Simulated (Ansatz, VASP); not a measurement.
**One calculation of KZnF3, two programs**

File INCAR:

```
PREC = Accurate
ENCUT = 520
EDIFF = 1E-6
ISMEAR = 0
SIGMA = 0.02
LREAL = F
LASPH = T
NELM = 100
ALGO = Normal
ISIF = 2
LWAVE = F
LCHARG = F
GGA = PE
NBANDS = 29
```

The input KPOINTS:

```
regular mesh
0
Gamma
  6 6 6
```

The input POSCAR:

```
KZnF3
1.0
    4.0751574458      0.0000000000      0.0000000000
    0.0000000000      4.0751574458      0.0000000000
    0.0000000000      0.0000000000      4.0751574458
K Zn F
1 1 3
Direct
    0.0000000000      0.0000000000      0.0000000000
    0.5000000000      0.5000000000      0.5000000000
    0.0000000000      0.5000000000      0.5000000000
    0.5000000000      0.0000000000      0.5000000000
    0.5000000000      0.5000000000      0.0000000000
```

Input for Ansatz:

```yaml
crystal:
  lattice:
    - [4.0751574458, 0.0, 0.0]
    - [0.0, 4.0751574458, 0.0]
    - [0.0, 0.0, 4.0751574458]
  atoms:
    - { symbol: K, position: [0.0, 0.0, 0.0] }
    - { symbol: Zn, position: [0.5, 0.5, 0.5] }
    - { symbol: F, position: [0.0, 0.5, 0.5] }
    - { symbol: F, position: [0.5, 0.0, 0.5] }
    - { symbol: F, position: [0.5, 0.5, 0.0] }
basis:
  ecutwfc: 420
kpoints:
  mp_grid: { grid: [6, 6, 6] }
  band_path: { path: [VBM, CBM], npoints: 2 }
hamiltonian:
  xc: pbe
scf:
  occupations: { method: gaussian, width: 0.02 }
output:
  forces: true
  stress: true
  eigenvalues: true
checkpoint:
  read: start.run
  write: ck
  compress: false
  write_wavefunctions: false
  write_every: 100000
```

Alike in both runs: task single point; functional PBE; k mesh 6 × 6 × 6; occupations gaussian, width 0.02 eV; no spin polarisation.

|  | VASP | Ansatz |
| --- | --- | --- |
| version | VASP 6.6.1 | Ansatz 0.2.0 |
| potentials or method | VASP PAW PBE potentials, release 64 (K_sv, Zn, F), cutoff 520 eV | scalar-relativistic, plane waves, PAW |
| valence electrons in the cell | 42 | 42 |

Ansatz gave:

```
gap on the k mesh at the Fermi level (eV) : 3.81
least direct gap on the mesh (eV)         : 5.53
pressure (GPa)                            : 2.9
```

Estimate VASP's values.

gap on the k mesh at the Fermi level (eV): 3.75; least direct gap on the mesh (eV): 5.49; pressure (GPa): 3.2.
